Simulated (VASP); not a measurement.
# Zn (Fm-3m) in VASP: a series of runs, part 2 of 2

VASP 6.6.1. Earlier steps stand in the parts before.

## 3. Single point, LDA (volume scaled by 0.88)

Contents of INCAR:

```
SYSTEM = Zn
  ALGO = Normal
  EDIFF = 1E-7
  ENCUT = 520
  GGA = CA
  ISIF = 2
  ISMEAR = -1
  LASPH = .TRUE.
  LCHARG = .FALSE.
  LREAL = .FALSE.
  LWAVE = .FALSE.
  NBANDS = 12
  NELM = 100
  PREC = Accurate
  SIGMA = 0.1
```

Contents of KPOINTS:

```
k-points
0
G
  16 16 16
  0 0 0
```

Contents of POSCAR:

```
Zn
1.0
    0.0000000000      1.8137926740      1.8137926740
    1.8137926740      0.0000000000      1.8137926740
    1.8137926740      1.8137926740      0.0000000000
Zn
1
Direct
    0.0000000000      0.0000000000      0.0000000000
```

Potentials or basis: VASP PAW LDA potentials, release 64 (Zn).

Launch:

```bash
cat potpaw_LDA.64/Zn/POTCAR > POTCAR
mpirun -np 1 vasp_std > vasp.out
```

OUTCAR:

```text
SYSTEM = Zn
   EDIFF = 1E-7
   ENCUT = 520
   GGA = CA
   ISIF = 2
   ISMEAR = -1
   LASPH = .TRUE.
   LREAL = .FALSE.
   NELM = 100
   PREC = Accurate

 ion  position               nearest neighbor table
   1  0.000  0.000  0.000-

  LATTYP: Found a face centered cubic cell.
 ALAT       =     3.6275853480

  Lattice vectors:

 A1 = (   0.0000000000,   1.8137926740,   1.8137926740)
 A2 = (   1.8137926740,   0.0000000000,   1.8137926740)
 A3 = (   1.8137926740,   1.8137926740,   0.0000000000)

Analysis of symmetry for initial positions (statically):
=====================================================================
 Subroutine PRICEL returns:
 Original cell was already a primitive cell.

 Routine SETGRP: Setting up the symmetry group for a
 face centered cubic supercell.

 Subroutine GETGRP returns: Found 48 space group operations
 (whereof 48 operations were pure point group operations)
 out of a pool of 48 trial point group operations.

The static configuration has the point symmetry O_h .

Analysis of symmetry for dynamics (positions and initial velocities):
=====================================================================
 Subroutine PRICEL returns:
[... 159 lines left out ...]
 Fermi energy:         4.9180690525

 k-point     1 :       0.0000    0.0000    0.0000
  band No.  band energies     occupation
      1      -7.6525      2.00000
      2      -3.6599      2.00000
      3      -3.6599      2.00000
      4      -3.6599      2.00000
      5      -3.0621      2.00000
      6      -3.0621      2.00000
      7      25.6838      0.00000
      8      26.4935      0.00000
      9      26.4935      0.00000
     10      26.4935      0.00000
     11      29.1637      0.00000
     12      29.1637      0.00000
[... 331 lines left out ...]
 k-point    24 :      -0.0625    0.0625    0.0000
  band No.  band energies     occupation
      1      -7.2828      2.00000
      2      -3.7119      2.00000
      3      -3.6106      2.00000
      4      -3.5958      2.00000
      5      -3.1044      2.00000
      6      -3.0495      2.00000
      7      22.3529      0.00000
      8      22.9468      0.00000
      9      26.4523      0.00000
     10      26.9558      0.00000
     11      29.4094      0.00000
     12      30.7567      0.00000

 [... further k-points ...]
[... 5 lines left out ...]
  --------------------------------------------------------------------------------------
  -------------------------------------------------------------------------------------
  Total        1.3588294      1.3588294      1.3588294      0.0000000      0.0000000      0.0000000
  in kB      182.4242597    182.4242597    182.4242597      0.0000000      0.0000000      0.0000000
  external PRESSURE =     182.4242597 kB  Pullay stress =       0.0000000 kB

 VOLUME and BASIS-vectors are now :
 -----------------------------------------------------------------------------
  energy-cutoff  :      520.00
  volume of cell :       11.93
      direct lattice vectors                 reciprocal lattice vectors
     0.000000000  1.813792674  1.813792674    -0.275665465  0.275665465  0.275665465
     1.813792674  0.000000000  1.813792674     0.275665465 -0.275665465  0.275665465
     1.813792674  1.813792674  0.000000000     0.275665465  0.275665465 -0.275665465

 POSITION                                       TOTAL-FORCE (eV/Angst)
 -----------------------------------------------------------------------------------
      0.00000      0.00000      0.00000        -0.000000     -0.000000     -0.000000
 -----------------------------------------------------------------------------------
    total drift:                                0.000000     -0.000000      0.000000

  FREE ENERGIE OF THE ION-ELECTRON SYSTEM (eV)
  ---------------------------------------------------
  free  energy   TOTEN  =        -1.7660693352 eV

  energy  without entropy=       -1.7574216233  energy(sigma->0) =       -1.76174548
```

Wall time 22 s (1 thread of Intel Xeon 8259CL, shared host); peak memory 0.13 GiB.

What came out:

```yaml
Free_energy: -1.7661 eV
Pressure: 18.2 GPa
Band_gap_on_the_k_mesh: zero (band 6 reaches 7.25 eV, above the bottom of band 7 at 3.86 eV)
```

## 4. Single point, LDA (volume scaled by 0.96)

Contents of INCAR:

```
ALGO = Normal ; EDIFF = 1E-6
ENCUT = 520 ; ISIF = 2
ISMEAR = -1 ; LASPH = T
LCHARG = F ; LREAL = F
LWAVE = F ; NBANDS = 12
NELM = 60 ; PREC = Accurate
SIGMA = 0.1
```

Contents of KPOINTS:

```
k-points
0
Gamma
  16 16 16
```

Contents of POSCAR:

```
Zn
1.0
    0.0000000000      1.8671698688      1.8671698688
    1.8671698688      0.0000000000      1.8671698688
    1.8671698688      1.8671698688      0.0000000000
Zn
1
Direct
    0.0000000000      0.0000000000      0.0000000000
```

Launch:

```bash
cat potpaw_LDA.64/Zn/POTCAR > POTCAR
mpirun -np 1 vasp_std > vasp.out
```

It took 21 s on 1 thread of Intel Xeon 8259CL, shared host; peak memory 0.13 GiB.

Results (log left out):

- Free energy: -1.8408 eV
- Pressure: 5.0 GPa
- Band gap on the k mesh: zero (band 6 reaches 6.40 eV, above the bottom of band 7 at 2.89 eV)

Levels at points of the mesh, in eV from the Fermi level:
| k point | band 4 | band 5 | band 6 | band 7 | band 8 | band 9 |
| --- | --- | --- | --- | --- | --- | --- |
| (0.00, 0.00, 0.00) | -8.20 | -7.69 | -7.69 | 20.15 | 20.29 | 20.29 |
| (0.50, 0.00, 0.00) | -7.32 | -7.32 | -3.61 | -1.20 | 16.93 | 16.93 |
| (0.50, 0.50, 0.00) | -7.23 | -7.23 | -1.46 | 2.25 | 9.11 | 9.11 |

## 5. Single point, LDA

Contents of INCAR:

```
PREC = Accurate ; ENCUT = 520
EDIFF = 1E-6 ; ISMEAR = -1
SIGMA = 0.1 ; LREAL = False
LASPH = True ; NELM = 60
ALGO = Normal ; ISIF = 2
LWAVE = False ; LCHARG = False
GGA = CA ; NBANDS = 12
```

Contents of KPOINTS:

```
regular mesh
0
Gamma
  16 16 16
```

Contents of POSCAR:

```
Zn
1.0
    0.0000000000      1.8927507171      1.8927507171
    1.8927507171      0.0000000000      1.8927507171
    1.8927507171      1.8927507171      0.0000000000
Zn
1
Direct
    0.0000000000      0.0000000000      0.0000000000
```

Launch:

```bash
cat potpaw_LDA.64/Zn/POTCAR > POTCAR
mpirun -np 1 vasp_std > vasp.out
```

It took 24 s on 1 thread of Intel Xeon 8259CL, shared host; peak memory 0.13 GiB.

The run converged. Its results:

```yaml
Free_energy: -1.8495 eV
Pressure: 0.4 GPa
Band_gap_on_the_k_mesh: zero (band 6 reaches 6.03 eV, above the bottom of band 7 at 2.47 eV)
```

Levels at points of the mesh, in eV from the Fermi level:
```
           k point  band 3  band 4  band 5  band 6  band 7  band 8  band 9  band 10
(0.00, 0.00, 0.00)   -8.05   -8.05   -7.58   -7.58   19.70   19.70   19.70    19.86
(0.50, 0.00, 0.00)   -8.05   -7.23   -7.23   -3.40   -1.26   16.43   16.43    18.32
(0.50, 0.50, 0.00)   -7.24   -7.14   -7.14   -1.32    2.10    8.91    8.91    12.92
```

## 6. Single point, LDA (volume scaled by 1.08)

Contents of INCAR:

```
SYSTEM = Zn
  PREC = Accurate
  ENCUT = 520
  EDIFF = 1E-6
  ISMEAR = -1
  SIGMA = 0.1
  LREAL = .False.
  LASPH = .True.
  NELM = 80
  ALGO = Normal
  ISIF = 2
  LWAVE = .False.
  LCHARG = .True.
  LELF = .True.
  LVHAR = .True.
  NBANDS = 12
```

Contents of KPOINTS:

```
Automatic mesh
0
Gamma
  16 16 16
  0 0 0
```

Contents of POSCAR:

```
Zn
1.0
    0.0000000000      1.9419349195      1.9419349195
    1.9419349195      0.0000000000      1.9419349195
    1.9419349195      1.9419349195      0.0000000000
Zn
1
Direct
    0.0000000000      0.0000000000      0.0000000000
```

Potentials or basis: VASP PAW LDA potentials, release 64 (Zn).

Launch:

```bash
cat potpaw_LDA.64/Zn/POTCAR > POTCAR
mpirun -np 1 vasp_std > vasp.out
```

It took 28 s on 1 thread of Intel Xeon 8259CL, shared host; peak memory 0.13 GiB.

It converged, with:

```
Free energy            : -1.8288 eV
Pressure               : -5.9 GPa
Band gap on the k mesh : zero (band 6 reaches 5.37 eV, above the bottom of band 7 at 1.73 eV)
```

Levels at points of the mesh, in eV from the Fermi level:
```
           k point  band 2  band 3  band 4  band 5  band 6  band 7  band 8  band 9  band 10  band 11
(0.00, 0.00, 0.00)   -7.79   -7.79   -7.79   -7.38   -7.38   18.61   18.61   18.61    19.30    21.51
(0.50, 0.00, 0.00)   -7.80   -7.80   -7.08   -7.08   -3.02   -1.38   15.50   15.50    17.82    19.38
(0.50, 0.50, 0.00)   -8.44   -7.09   -7.00   -7.00   -1.08    1.81    8.53    8.53    12.41    13.64
```

## 7. Overview

| cell | k mesh | gap on the mesh (eV) | pressure (GPa) |
| --- | --- | --- | --- |
| a = 2.677 Å, angles 60.0°, 1 atom | 14 × 14 × 14 | none | 0.8 |
| a = 2.565 Å, angles 60.0°, 1 atom | 16 × 16 × 16 | none | 18.2 |
| a = 2.641 Å, angles 60.0°, 1 atom | 16 × 16 × 16 | none | 5.0 |
| a = 2.677 Å, angles 60.0°, 1 atom | 16 × 16 × 16 | none | 0.4 |
| a = 2.746 Å, angles 60.0°, 1 atom | 16 × 16 × 16 | none | -5.9 |

Alike in all rows: task single point; level LDA; potentials or basis VASP PAW LDA potentials, release 64 (Zn); no spin polarisation; cutoff (eV) 520; smearing fermi-dirac 0.1 eV.

Total energies depend on the potentials used, so only differences within one code and one set of settings carry meaning.
